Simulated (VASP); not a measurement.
# H in VASP: notebook, part 2 of 2

VASP 6.6.1. Earlier steps stand in the parts before.

## (4) Single point, PBE

This run uses another cell than the first one: it holds 8 atoms, not 4.

File INCAR:

```
  PREC = Accurate
  ENCUT = 520
  EDIFF = 1E-7
  ISMEAR = 0
  SIGMA = 0.02
  LREAL = F
  LASPH = T
  NELM = 60
  ALGO = Normal
  ISIF = 2
  LWAVE = F
  LCHARG = F
  GGA = PE
  NBANDS = 14
```

File KPOINTS:

```
Automatic mesh
0
Gamma
  6 6 6
```

File POSCAR:

```
H
1.0
    4.7936535864     -0.0038529007     -0.0036078748
   -0.0842542806      5.0174759743      0.0043650697
   -2.3384437770     -2.5186423570      5.0091764617
H
8
Direct
    0.8324208698      0.7818759481      0.5514475521
    0.9689438223      0.5218312224      0.0515904597
    0.0310561777      0.4781687776      0.9484095403
    0.1675791302      0.2181240519      0.4485524479
    0.6678178172      0.7187374071      0.4483557508
    0.5309167035      0.9817129008      0.9485080647
    0.4690832965      0.0182870992      0.0514919353
    0.3321821828      0.2812625929      0.5516442492
```

Potentials or basis: VASP PAW PBE potentials, release 64 (H).

Run with:

```sh
$ cat potpaw_PBE.64/H/POTCAR > POTCAR
$ mpirun -np 1 vasp_std > vasp.out
```

OUTCAR:

```text
PREC = Accurate
   ENCUT = 520
   EDIFF = 1E-7
   ISMEAR = 0
   LREAL = F
   LASPH = T
   NELM = 60
   ISIF = 2
   GGA = PE

 ion  position               nearest neighbor table
   1  0.832  0.782  0.551-   5 0.75
   2  0.969  0.522  0.052-   3 0.75
   3  0.031  0.478  0.948-   2 0.75
   4  0.168  0.218  0.449-   8 0.75
   5  0.668  0.719  0.448-   1 0.75
   6  0.531  0.982  0.949-   7 0.75
   7  0.469  0.018  0.051-   6 0.75
   8  0.332  0.281  0.552-   4 0.75

  LATTYP: Found a triclinic cell.
 ALAT       =     9.3974507535
 B/A-ratio  =     0.5339943098
 C/A-ratio  =     1.0661605015
 COS(alpha) =     0.0015459368
 COS(beta)  =     0.5349546847
 COS(gamma) =     0.8063029568

  Lattice vectors:

 A1 = (  -2.5394640900,   7.5399712320,  -5.0012035172)
 A2 = (  -0.0842542806,   5.0174759743,   0.0043650697)
 A3 = (  -0.0325117518,   0.0236616404, -10.0191101183)

Analysis of symmetry for initial positions (statically):
[... 586 lines left out ...]
      2      -9.3756      2.00000
      3      -9.2052      2.00000
      4      -8.9932      2.00000
      5       1.2003      0.00000
      6       1.3771      0.00000
      7       1.5230      0.00000
      8       2.7899      0.00000
      9       3.9017      0.00000
     10       4.0917      0.00000
     11       4.9076      0.00000
     12       5.8576      0.00000
     13       7.2574      0.00000
     14       7.5032      0.00000

 [... further k-points ...]

------------------------ aborting loop because EDIFF is reached ----------------------------------------

  FORCE on cell =-STRESS in cart. coord.  units (eV):
  Direction    XX          YY          ZZ          XY          YZ          ZX
  --------------------------------------------------------------------------------------
  -------------------------------------------------------------------------------------
  Total       -0.1336895     -0.0784680     -0.1355222     -0.0020709      0.0004162     -0.0017449
  in kB       -1.7777091     -1.0434129     -1.8020790     -0.0275378      0.0055342     -0.0232018
  external PRESSURE =      -1.5410670 kB  Pullay stress =       0.0000000 kB

 VOLUME and BASIS-vectors are now :
 -----------------------------------------------------------------------------
  energy-cutoff  :      520.00
  volume of cell :      120.49
      direct lattice vectors                 reciprocal lattice vectors
     4.793653586 -0.003852901 -0.003607875     0.208686514  0.003418049  0.099140153
    -0.084254281  5.017475974  0.004365070     0.000235597  0.199220112  0.100278987
    -2.338443777 -2.518642357  5.009176462     0.000150102 -0.000171141  0.199617635

 POSITION                                       TOTAL-FORCE (eV/Angst)
 -----------------------------------------------------------------------------------
      2.63493      2.53094      2.76271        -0.012417     -0.002001     -0.012051
      4.48017      2.48460      0.25721         0.007899      0.001022     -0.007671
     -2.10922      0.01038      4.75273        -0.007899     -0.001022      0.007671
     -0.26398     -0.03596      2.24723         0.012417      0.002001      0.012051
      2.09228      2.47443      2.24662         0.012333      0.001773      0.012053
      0.24428      2.53472      4.75361        -0.014699     -0.002958      0.014461
      2.12667     -0.03974      0.25632         0.014699      0.002958     -0.014461
      0.27868      0.02055      2.76331        -0.012333     -0.001773     -0.012053
 -----------------------------------------------------------------------------------
    total drift:                                0.000000      0.000000     -0.000000

  FREE ENERGIE OF THE ION-ELECTRON SYSTEM (eV)
  ---------------------------------------------------
  free  energy   TOTEN  =       -27.1646776947 eV

  energy  without entropy=      -27.1646776947  energy(sigma->0) =      -27.16467769
```

OSZICAR:

```text
N       E                     dE             d eps       ncg     rms          rms(c)
DAV:   1    -0.484564225044E+01   -0.48456E+01   -0.27495E+03  3136   0.399E+02
DAV:   2    -0.282319303332E+02   -0.23386E+02   -0.22885E+02  3930   0.766E+01
DAV:   3    -0.295692219353E+02   -0.13373E+01   -0.13360E+01  4072   0.178E+01
DAV:   4    -0.295750129993E+02   -0.57911E-02   -0.57910E-02  3574   0.145E+00
DAV:   5    -0.295750404204E+02   -0.27421E-04   -0.27421E-04  4084   0.103E-01    0.883E+00
DAV:   6    -0.279367394501E+02    0.16383E+01   -0.73906E-01  3508   0.310E+00    0.482E+00
DAV:   7    -0.271488365865E+02    0.78790E+00   -0.17073E+00  3700   0.489E+00    0.570E-01
DAV:   8    -0.271703886045E+02   -0.21552E-01   -0.39479E-02  3466   0.816E-01    0.404E-01
DAV:   9    -0.271646064501E+02    0.57822E-02   -0.10649E-02  3598   0.384E-01    0.307E-02
DAV:  10    -0.271646542872E+02   -0.47837E-04   -0.16339E-04  3796   0.693E-02    0.707E-03
DAV:  11    -0.271646772560E+02   -0.22969E-04   -0.14567E-05  3454   0.304E-02    0.301E-03
DAV:  12    -0.271646776450E+02   -0.38899E-06   -0.39167E-07  4024   0.444E-03    0.582E-04
DAV:  13    -0.271646776947E+02   -0.49689E-07   -0.38984E-08  3406   0.158E-03
   1 F= -.27164678E+02 E0= -.27164678E+02  d E =-.135297E-15
```

stdout:

```text
POSCAR found type information on POSCAR H
 POSCAR found :  1 types and       8 ions
 scaLAPACK will be used
 LDA part: xc-table for (Slater+PW92), standard interpolation
 POSCAR, INCAR and KPOINTS ok, starting setup
 FFT: planning ... GRIDC
 FFT: planning ... GRID_SOFT
 FFT: planning ... GRID
 WAVECAR not read
 entering main loop
```

Wall time 5.3 min (1 thread of Oxide Virtual Turin-like, shared host); peak memory 0.28 GiB.

Results:

```yaml
Free_energy: -27.1647 eV
Pressure: -0.2 GPa
Largest_force: 0.021 eV/Å
Band_gap_on_the_k_mesh: 9.43 eV
```

Forces on the atoms (eV/Å):
```
H   -0.012 -0.002 -0.012
H    0.008  0.001 -0.008
H   -0.008 -0.001  0.008
H    0.012  0.002  0.012
H    0.012  0.002  0.012
H   -0.015 -0.003  0.014
H    0.015  0.003 -0.014
H   -0.012 -0.002 -0.012
```

Caveat: this functional lacks dispersion, which holds the molecules together, so the pressure and a relaxed volume are unreliable. A k mesh can miss the band edges.

## (5) Summary

```csv
task,cell,cutoff (eV),gap on the mesh (eV),pressure (GPa),largest force (eV/Å)
single point,"a = 3.736, b = 3.736, c = 4.418 Å, angles 90.0, 90.0, 87.0°, 4 atoms, atomic positions A",520,9.32,-0.1,0.01
relaxation of cell and atoms,"relaxed from a = 3.736, b = 3.736, c = 4.418 Å, angles 90.0, 90.0, 87.0°, 4 atoms, atomic positions A",600,9.32,0.0,-
single point,"a = 4.794, b = 5.018, c = 6.075 Å, angles 114.0, 112.7, 91.0°, 8 atoms, atomic positions B",520,9.43,-0.2,0.02
```

Alike in all rows: level PBE; potentials or basis VASP PAW PBE potentials, release 64 (H); no spin polarisation; k mesh 6 × 6 × 6; smearing gaussian 0.02 eV.

Caveats: this functional lacks dispersion, which holds the molecules together, so the pressure and a relaxed volume are unreliable.

Absolute energies hang on the potentials; compare differences alone.
